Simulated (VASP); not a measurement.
# GeMo2 (P6/mmm) in VASP: further runs

Runs on GeMo2. Level: PBE. Tasks: single point, relaxation of cell and atoms.

Everything below comes from runs of VASP 6.6.1. Logs are shortened: lines on timing, memory, paths and dates and some standing lists are left out, and cuts for length are marked.

### Step 1. The cell of the first run

The structure is hexagonal, space group P6/mmm (No. 191). Conventional cell: a = 4.466 Å, b = 4.466 Å, c = 2.790 Å, α = 90.00°, β = 90.00°, γ = 120.00°. Within 3.7 Å of Ge (site symmetry 6/mmm) lie 2 Ge at 2.79 Å and 12 Mo at 2.93 Å. Within 3.4 Å of Mo (site symmetry -6m2) lie 5 Mo at 2.58 to 2.79 Å and 6 Ge at 2.93 Å.

The cell was generated, and may not be a known phase.

### Step 2. Single point, PBE

Contents of INCAR:

```
SYSTEM = GeMo2
PREC = Accurate
ENCUT = 520
EDIFF = 1E-7
ISMEAR = 0
SIGMA = 0.1
LREAL = .FALSE.
LASPH = .TRUE.
NELM = 80
ALGO = Normal
ISIF = 2
LWAVE = .FALSE.
LCHARG = .FALSE.
GGA = PE
NBANDS = 28
```

Contents of KPOINTS:

```
Automatic mesh
0
G
  6 6 6
  0 0 0
```

Contents of POSCAR:

```
GeMo2
1.0
    4.4661089595      0.0000000000      0.0000000000
   -2.2330544798      3.8677638150      0.0000000000
    0.0000000000      0.0000000000      2.7902377223
Ge Mo
1 2
Direct
    0.0000000000      0.0000000000      0.0000000000
    0.3333333333      0.6666666667      0.5000000000
    0.6666666667      0.3333333333      0.5000000000
```

Potentials or basis: VASP PAW PBE potentials, release 64 (Ge_d, Mo_sv).

On the command line:

```
$ cat potpaw_PBE.64/Ge_d/POTCAR potpaw_PBE.64/Mo_sv/POTCAR > POTCAR
$ mpirun -np 1 vasp_std > vasp.out
```

OUTCAR:

```text
SYSTEM = GeMo2
   PREC = Accurate
   ENCUT = 520
   EDIFF = 1E-7
   ISMEAR = 0
   LREAL = .FALSE.
   LASPH = .TRUE.
   NELM = 80
   ISIF = 2
   GGA = PE

 ion  position               nearest neighbor table
   1  0.000  0.000  0.000-   2 2.93   3 2.93   2 2.93   3 2.93   3 2.93   3 2.93   2 2.93   2 2.93
                             3 2.93   3 2.93   2 2.93   2 2.93
   2  0.333  0.667  0.500-   3 2.58   3 2.58   3 2.58   1 2.93   1 2.93   1 2.93   1 2.93   1 2.93
                             1 2.93
   3  0.667  0.333  0.500-   2 2.58   2 2.58   2 2.58   1 2.93   1 2.93   1 2.93   1 2.93   1 2.93
                             1 2.93

  LATTYP: Found a hexagonal cell.
 ALAT       =     4.4661089595
 C/A-ratio  =     0.6247580943

  Lattice vectors:

 A1 = (   4.4661089595,   0.0000000000,   0.0000000000)
 A2 = (  -2.2330544798,   3.8677638150,   0.0000000000)
 A3 = (   0.0000000000,   0.0000000000,   2.7902377223)

Analysis of symmetry for initial positions (statically):
=====================================================================
 Subroutine PRICEL returns:
 Original cell was already a primitive cell.

 Routine SETGRP: Setting up the symmetry group for a
 hexagonal supercell.

 Subroutine GETGRP returns: Found 24 space group operations
 (whereof 24 operations were pure point group operations)
 out of a pool of 24 trial point group operations.

The static configuration has the point symmetry D_6h.

Analysis of symmetry for dynamics (positions and initial velocities):
=====================================================================
 Subroutine PRICEL returns:
 Original cell was already a primitive cell.

 Routine SETGRP: Setting up the symmetry group for a
 hexagonal supercell.

 Subroutine GETGRP returns: Found 24 space group operations
 (whereof 24 operations were pure point group operations)
 out of a pool of 24 trial point group operations.

The dynamic configuration has the point symmetry D_6h.

 Subroutine INISYM returns: Found 24 space group operations
 (whereof 24 operations are pure point group operations),
 and found     1 'primitive' translations

----------------------------------------------------------------------------------------

                                     Primitive cell

  volume of cell :      48.1982

  direct lattice vectors                    reciprocal lattice vectors
     4.466108959  0.000000000  0.000000000     0.223908554  0.129273664  0.000000000
    -2.233054480  3.867763815  0.000000000     0.000000000  0.258547328  0.000000000
     0.000000000  0.000000000  2.790237722     0.000000000  0.000000000  0.358392402

  length of vectors
     4.466108959  4.466108960  2.790237722     0.258547328  0.258547328  0.358392402

  position of ions in fractional coordinates (direct lattice)
     0.000000000  0.000000000  0.000000000
     0.333333333  0.666666667  0.500000000
     0.666666667  0.333333333  0.500000000

  ion indices of the primitive-cell ions
   primitive index   ion index
                 1           1
                 2           2
                 3           3

----------------------------------------------------------------------------------------

 KPOINTS: Automatic mesh

Automatic generation of k-mesh.
 Grid dimensions read from file:
 generate k-points for:    6    6    6

 Generating k-lattice:

  Cartesian coordinates                     Fractional coordinates (reciprocal lattice)
     0.037318092  0.021545611  0.000000000     0.166666667  0.000000000  0.000000000
     0.000000000  0.043091221  0.000000000     0.000000000  0.166666667  0.000000000
     0.000000000  0.000000000  0.059732067     0.000000000  0.000000000  0.166666667

  Length of vectors
     0.043091221  0.043091221  0.059732067

  Shift w.r.t. Gamma in fractional coordinates (k-lattice)
     0.000000000  0.000000000  0.000000000

 Subroutine IBZKPT returns following result:
 ===========================================

 Found     28 irreducible k-points:

 Following reciprocal coordinates:
            Coordinates               Weight
  0.000000  0.000000  0.000000      1.000000
  0.166667  0.000000  0.000000      6.000000
  0.333333  0.000000  0.000000      6.000000
  0.500000  0.000000  0.000000      3.000000
  0.166667  0.166667  0.000000      6.000000
  0.333333  0.166667  0.000000     12.000000
[... 16 lines left out ...]
  0.166667  0.000000  0.500000      6.000000
  0.333333  0.000000  0.500000      6.000000
 [... further k-points ...]
   k-points           NKPTS =     28   k-points in BZ     NKDIM =     28   number of bands    NBANDS=     28
   number of dos      NEDOS =    301   number of ions     NIONS =      3
   total plane-waves  NPLWV =  31104
   dimension x,y,z NGX =    36 NGY =   36 NGZ =   24
   dimension x,y,z NGXF=    72 NGYF=   72 NGZF=   48
   ions per type =               1   2
   NGX,Y,Z   is equivalent  to a cutoff of  13.40, 13.40, 14.30 a.u.
[... 51 lines left out ...]

 Free energy of the ion-electron system (eV)
  ---------------------------------------------------
  ext. energy  EPLUGINS =         0.00000000
  ---------------------------------------------------
  free energy    TOTEN  =       -24.88875010 eV

  energy without entropy =      -24.87632562  energy(sigma->0) =      -24.88253786

 E-fermi :  11.2618     XC(G=0): -12.8163

 val. band max:       11.2113706746   @ k =   0.1667   0.1667   0.3333
 cond. band min:      11.2823337047   @ k =   0.1667   0.1667   0.5000
 fundamental gap:      0.0709630302
 Fermi energy:        11.2617580801

 k-point     1 :       0.0000    0.0000    0.0000
  band No.  band energies     occupation
      1     -49.7979      2.00000
      2     -49.4776      2.00000
      3     -24.2764      2.00000
      4     -24.2764      2.00000
      5     -23.5665      2.00000
      6     -23.3284      2.00000
[... 20 lines left out ...]
     27      15.7947      0.00000
     28      16.5328      0.00000

 k-point     2 :       0.1667    0.0000    0.0000
  band No.  band energies     occupation
      1     -49.7794      2.00000
      2     -49.4969      2.00000
      3     -24.3014      2.00000
      4     -24.2292      2.00000
      5     -23.5527      2.00000
      6     -23.3427      2.00000
[... 20 lines left out ...]
     27      14.5348      0.00000
     28      17.7443      0.00000

 k-point     3 :       0.3333    0.0000    0.0000
  band No.  band energies     occupation
      1     -49.7314      2.00000
      2     -49.5465      2.00000
      3     -24.3478      2.00000
      4     -24.1171      2.00000
      5     -23.5169      2.00000
      6     -23.4262      2.00000
[... 20 lines left out ...]
     27      15.2634      0.00000
     28      18.9503      0.00000

 k-point     4 :       0.5000    0.0000    0.0000
  band No.  band energies     occupation
      1     -49.6927      2.00000
      2     -49.5860      2.00000
      3     -24.3695      2.00000
      4     -24.0448      2.00000
      5     -23.5012      2.00000
      6     -23.4881      2.00000
[... 20 lines left out ...]
     27      16.0992      0.00000
     28      19.3387      0.00000

 k-point     5 :       0.1667    0.1667    0.0000
  band No.  band energies     occupation
      1     -49.7455      2.00000
      2     -49.5320      2.00000
      3     -24.3468      2.00000
      4     -24.1325      2.00000
      5     -23.5274      2.00000
      6     -23.4087      2.00000
[... 20 lines left out ...]
     27      14.8367      0.00000
     28      18.8083      0.00000

 k-point     6 :       0.3333    0.1667    0.0000
  band No.  band energies     occupation
      1     -49.6927      2.00000
      2     -49.5860      2.00000
      3     -24.3927      2.00000
      4     -23.9881      2.00000
      5     -23.5562      2.00000
      6     -23.4880      2.00000
[... 463 lines left out ...]
      5     -24.0456      2.00000
      6     -23.7016      2.00000
[... 20 lines left out ...]
     27      15.2730      0.00000
     28      18.7084      0.00000

 k-point    22 :       0.0000    0.0000    0.5000
  band No.  band energies     occupation
      1     -49.7049      2.00000
      2     -49.3915      2.00000
      3     -24.4004      2.00000
      4     -24.1687      2.00000
      5     -24.1687      2.00000
      6     -24.0690      2.00000
[... 20 lines left out ...]
     27      16.3820      0.00000
     28      16.3821      0.00000

 k-point    23 :       0.1667    0.0000    0.5000
  band No.  band energies     occupation
      1     -49.6868      2.00000
      2     -49.4104      2.00000
      3     -24.3808      2.00000
      4     -24.1926      2.00000
      5     -24.1226      2.00000
      6     -24.0889      2.00000
[... 20 lines left out ...]
     27      16.2693      0.00000
     28      18.3666      0.00000

 k-point    24 :       0.3333    0.0000    0.5000
  band No.  band energies     occupation
      1     -49.6398      2.00000
      2     -49.4589      2.00000
      3     -24.3302      2.00000
      4     -24.2371      2.00000
      5     -24.1399      2.00000
      6     -24.0109      2.00000
[... 20 lines left out ...]
     27      15.9326      0.00000
     28      17.5715      0.00000

 [... further k-points ...]
[... 5 lines left out ...]
  --------------------------------------------------------------------------------------
  -------------------------------------------------------------------------------------
  Total        0.2379200      0.2379200      0.0979042     -0.0000000      0.0000000     -0.0000000
  in kB        7.9088077      7.9088077      3.2544791     -0.0000000      0.0000000     -0.0000000
  external PRESSURE =       6.3573648 kB  Pullay stress =       0.0000000 kB

 VOLUME and BASIS-vectors are now :
 -----------------------------------------------------------------------------
  energy-cutoff  :      520.00
  volume of cell :       48.20
      direct lattice vectors                 reciprocal lattice vectors
     4.466108959  0.000000000  0.000000000     0.223908554  0.129273664  0.000000000
    -2.233054480  3.867763815  0.000000000     0.000000000  0.258547328  0.000000000
     0.000000000  0.000000000  2.790237722     0.000000000  0.000000000  0.358392402

 POSITION                                       TOTAL-FORCE (eV/Angst)
 -----------------------------------------------------------------------------------
      0.00000      0.00000      0.00000         0.000000      0.000000      0.000000
     -0.00000      2.57851      1.39512        -0.000000     -0.000000     -0.000000
      2.23305      1.28925      1.39512         0.000000     -0.000000      0.000000
 -----------------------------------------------------------------------------------
    total drift:                                0.000000     -0.000000     -0.000000

  FREE ENERGIE OF THE ION-ELECTRON SYSTEM (eV)
  ---------------------------------------------------
  free  energy   TOTEN  =       -24.8887500957 eV

  energy  without entropy=      -24.8763256152  energy(sigma->0) =      -24.88253786
```

It took 22 s on 1 thread of Intel Xeon Platinum 8488C (Sapphire Rapids), shared host; peak memory 0.19 GiB.

Results:

| Item | Value |
| --- | --- |
| Free energy | -24.8888 eV |
| Pressure | 0.6 GPa |
| Band gap on the k mesh | zero (bands 21 and 22 overlap by 1.64 eV) |

Caveat: the k points lie up to 0.38 Å⁻¹ apart, too coarse for converged energies and pressures of a metal.

### Step 3. Relaxation of cell and atoms, PBE

This run uses another cell than the first one, of 16.61 Å³/atom.

Contents of INCAR:

```
SYSTEM = GeMo2
ALGO = Fast ; EDIFF = 1E-6
EDIFFG = -0.04 ; ENCUT = 600
GGA = PE ; IBRION = 2
ISIF = 3 ; ISMEAR = 0
LASPH = .TRUE. ; LCHARG = .FALSE.
LREAL = .FALSE. ; LWAVE = .FALSE.
NELM = 100 ; NSW = 90
PREC = Accurate ; SIGMA = 0.1
```

Contents of KPOINTS:

```
k-points
0
G
  6 6 6
  0 0 0
```

Contents of POSCAR:

```
GeMo2
1.0
    4.3440155099      0.0000000000      0.0000000000
   -2.1720077550      3.7620277860      0.0000000000
    0.0000000000      0.0000000000      3.0484750467
Ge Mo
1 2
Direct
    0.0000000000      0.0000000000      0.0000000000
    0.3333333333      0.6666666667      0.5000000000
    0.6666666667      0.3333333333      0.5000000000
```

Potentials or basis: VASP PAW PBE potentials, release 64 (Ge_d, Mo_sv).

On the command line:

```
$ cat potpaw_PBE.64/Ge_d/POTCAR potpaw_PBE.64/Mo_sv/POTCAR > POTCAR
$ mpirun -np 1 vasp_std > vasp.out
```

Wall time 4.6 min (1 thread of Intel Xeon Platinum 8488C (Sapphire Rapids), shared host); peak memory 0.2 GiB.

The run converged. Its results:

* Free energy: -24.9137 eV
* Relaxed volume: 16.00 Å³/atom
* Relaxed cell: a = 4.564 Å, b = 4.564 Å, c = 2.660 Å, α = 90.00°, β = 90.00°, γ = 120.00°
* Space group after relaxing (to 0.1 Å): P6/mmm (No. 191)
* Energy gained by relaxing: 48.4 meV/atom
* Ionic steps: 12
* Pressure after relaxing: -0.2 GPa
* Band gap on the k mesh: zero (bands 21 and 22 overlap by 1.60 eV)

The path:
```csv
step,energy change (eV),largest force (eV/Å),pressure (GPa),volume (Å³)
1,0.0000,0.0000,-1.12,49.82
2,-0.0984,0.0000,-0.30,48.93
3,-0.1135,0.0000,0.27,48.53
4,-0.1204,0.0000,2.16,47.67
5,-0.1090,0.0000,-4.76,49.41
6,-0.1247,0.0000,-0.30,48.25
7,-0.1247,0.0000,-0.20,48.23
8,-0.1261,0.0000,-0.27,48.21
9,-0.1359,0.0000,-0.36,48.13
10,-0.1437,0.0000,0.09,47.94
11,-0.1450,0.0000,-0.28,48.01
12,-0.1452,0.0000,-0.21,47.99
```

Final structure:
```xyz
3
Lattice="4.5642 0.0000 0.0000 -2.2821 3.9527 0.0000 0.0000 0.0000 2.6603" Properties=species:S:1:pos:R:3 pbc="T T T"
Ge    2.2821    3.9527    0.0000
Mo    0.0000    2.6351    1.3301
Mo    2.2821    1.3176    1.3301
```

Levels at points of the mesh, in eV from the Fermi level:
| k point | band 18 | band 19 | band 20 | band 21 | band 22 | band 23 | band 24 | band 25 |
| --- | --- | --- | --- | --- | --- | --- | --- | --- |
| (0.00, 0.00, 0.00) | -2.73 | -1.38 | -1.38 | 0.07 | 0.96 | 0.96 | 2.76 | 2.76 |
| (0.50, 0.00, 0.00) | -3.37 | -2.87 | -1.61 | 0.70 | 0.96 | 0.99 | 1.75 | 2.35 |
| (0.00, 0.00, 0.50) | -2.63 | -2.63 | -1.07 | -1.07 | -0.21 | -0.21 | 1.65 | 4.83 |
| (0.50, 0.00, 0.50) | -1.91 | -1.86 | -1.60 | -0.73 | -0.25 | 1.83 | 2.12 | 3.30 |

### Step 4. Single point, PBE

This run uses another cell than the first one, of the same volume but with other edges.

Contents of INCAR:

```
SYSTEM = GeMo2
ALGO = Fast ; EDIFF = 1E-6
ENCUT = 520 ; GGA = PE
ISIF = 2 ; ISMEAR = 0
LASPH = .TRUE. ; LCHARG = .FALSE.
LREAL = .FALSE. ; LWAVE = .FALSE.
NBANDS = 28 ; NELM = 80
PREC = Accurate ; SIGMA = 0.1
```

Contents of KPOINTS:

```
k-points
0
G
  12 12 16
  0 0 0
```

Contents of POSCAR:

```
GeMo2
1.0
    4.5676797259      0.0000000000      0.0000000000
   -2.2838398629      3.9557266790      0.0000000000
    0.0000000000      0.0000000000      2.6684091910
Ge Mo
1 2
Direct
    0.0000000000      0.0000000000      0.0000000000
    0.3333333333      0.6666666667      0.5000000000
    0.6666666667      0.3333333333      0.5000000000
```

On the command line:

```
$ cat potpaw_PBE.64/Ge_d/POTCAR potpaw_PBE.64/Mo_sv/POTCAR > POTCAR
$ mpirun -np 1 vasp_std > vasp.out
```

Wall time 2.4 min (1 thread of Intel Xeon Platinum 8488C (Sapphire Rapids), shared host); peak memory 0.32 GiB.

The run converged. Its results:

| Property | Result |
| --- | --- |
| Free energy | -24.8243 eV |
| Pressure | 0.4 GPa |
| Band gap on the k mesh | zero (bands 21 and 22 overlap by 1.70 eV) |

Stress tensor (GPa, compression positive):
```
0.43 0.00 0.00
0.00 0.43 0.00
0.00 0.00 0.35
```

Levels at points of the mesh, in eV from the Fermi level:
```tsv
k point	band 19	band 20	band 21	band 22	band 23	band 24
(0.00, 0.00, 0.00)	-1.40	-1.40	0.07	0.91	0.91	2.70
(0.50, 0.00, 0.00)	-2.86	-1.62	0.65	0.91	0.97	1.73
(0.00, 0.00, 0.50)	-2.61	-1.08	-1.08	-0.25	-0.25	1.65
(0.50, 0.00, 0.50)	-1.89	-1.62	-0.73	-0.25	1.82	2.08
```

### Step 5. Relaxation of cell and atoms, PBE

Contents of INCAR:

```
SYSTEM = GeMo2
ALGO = Fast ; EDIFF = 1E-6
EDIFFG = -0.01 ; ENCUT = 600
GGA = PE ; IBRION = 2
ISIF = 3 ; ISMEAR = 0
LASPH = .True. ; LCHARG = .False.
LREAL = .False. ; LWAVE = .False.
NELM = 80 ; NSW = 100
PREC = Accurate ; SIGMA = 0.1
```

Contents of KPOINTS:

```
k-points
0
Gamma
  12 12 16
  0 0 0
```

Contents of POSCAR:

```
GeMo2
1.0
    4.4661089595      0.0000000000      0.0000000000
   -2.2330544797      3.8677638150      0.0000000000
    0.0000000000      0.0000000000      2.7902377223
Ge Mo
1 2
Direct
    0.0000000000      0.0000000000      0.0000000000
    0.3333333333      0.6666666667      0.5000000000
    0.6666666667      0.3333333333      0.5000000000
```

On the command line:

```
$ cat potpaw_PBE.64/Ge_d/POTCAR potpaw_PBE.64/Mo_sv/POTCAR > POTCAR
$ mpirun -np 1 vasp_std > vasp.out
```

Wall time 9.7 min (1 thread of Intel Xeon Platinum 8488C (Sapphire Rapids), shared host); peak memory 0.37 GiB.

It converged, with:

```yaml
Free_energy: -24.8163 eV
Relaxed_volume: 16.15 Å³/atom
Relaxed_cell: a = 4.481 Å, b = 4.481 Å, c = 2.786 Å, α = 90.00°, β = 90.00°, γ = 120.00°
Space_group_after_relaxing_to_0.1_Å: P6/mmm (No. 191)
Energy_gained_by_relaxing: 0.4 meV/atom
Ionic_steps: 7
Pressure_after_relaxing: 0.0 GPa
Band_gap_on_the_k_mesh: zero (bands 21 and 22 overlap by 1.75 eV)
```

Stress tensor (GPa, compression positive):
```
 0.08  0.00  0.00
 0.00  0.08  0.00
 0.00  0.00 -0.08
```

Step by step:
| step | energy change (eV) | largest force (eV/Å) | pressure (GPa) | volume (Å³) |
| --- | --- | --- | --- | --- |
| 1 | 0.0000 | 0.0000 | 1.04 | 48.20 |
| 2 | 0.0014 | 0.0000 | -1.65 | 48.93 |
| 3 | -0.0010 | 0.0000 | -0.12 | 48.48 |
| 4 | -0.0010 | 0.0000 | 0.10 | 48.46 |
| 5 | -0.0010 | 0.0000 | 0.02 | 48.47 |
| 6 | -0.0010 | 0.0000 | 0.04 | 48.46 |
| 7 | -0.0011 | 0.0000 | 0.03 | 48.45 |

Final structure:
```
Ge Mo
1.0
     4.48087    0.00000    0.00000
    -2.24044    3.88055    0.00000
     0.00000    0.00000    2.78628
Ge Mo
1 2
Direct
  0.00000 0.00000 0.00000
  0.33333 0.66667 0.50000
  0.66667 0.33333 0.50000
```

Levels at points of the mesh, in eV from the Fermi level:
| k point | band 19 | band 20 | band 21 | band 22 | band 23 | band 24 |
| --- | --- | --- | --- | --- | --- | --- |
| (0.00, 0.00, 0.00) | -1.20 | -1.20 | 0.36 | 0.36 | 0.60 | 2.43 |
| (0.50, 0.00, 0.00) | -2.58 | -1.42 | 0.04 | 0.25 | 1.31 | 1.96 |
| (0.00, 0.00, 0.50) | -2.46 | -1.20 | -1.20 | -0.28 | -0.28 | 1.77 |
| (0.50, 0.00, 0.50) | -2.00 | -1.69 | -0.47 | 0.26 | 2.01 | 2.21 |

### Step 6. The runs side by side

| task | cell | k mesh | cutoff (eV) | gap on the mesh (eV) | pressure (GPa) | relaxed volume (Å³/atom) |
| --- | --- | --- | --- | --- | --- | --- |
| single point | a = 4.466, b = 4.466, c = 2.790 Å, angles 90.0, 90.0, 120.0°, 3 atoms | 6 × 6 × 6 | 520 | none | 0.6 | - |
| relaxation of cell and atoms | relaxed from a = 4.344, b = 4.344, c = 3.048 Å, angles 90.0, 90.0, 120.0°, 3 atoms | 6 × 6 × 6 | 600 | none | -0.2 | 16.00 |
| single point | a = 4.568, b = 4.568, c = 2.668 Å, angles 90.0, 90.0, 120.0°, 3 atoms | 12 × 12 × 16 | 520 | none | 0.4 | - |
| relaxation of cell and atoms | relaxed from a = 4.466, b = 4.466, c = 2.790 Å, angles 90.0, 90.0, 120.0°, 3 atoms | 12 × 12 × 16 | 600 | none | 0.0 | 16.15 |

Alike in all rows: level PBE; potentials or basis VASP PAW PBE potentials, release 64 (Ge_d, Mo_sv); no spin polarisation; smearing gaussian 0.1 eV.

Caveats: some runs use coarse meshes.

Absolute energies hang on the potentials; compare differences alone.

The gap in the log of VASP goes by the Fermi energy; the results here count the filled bands.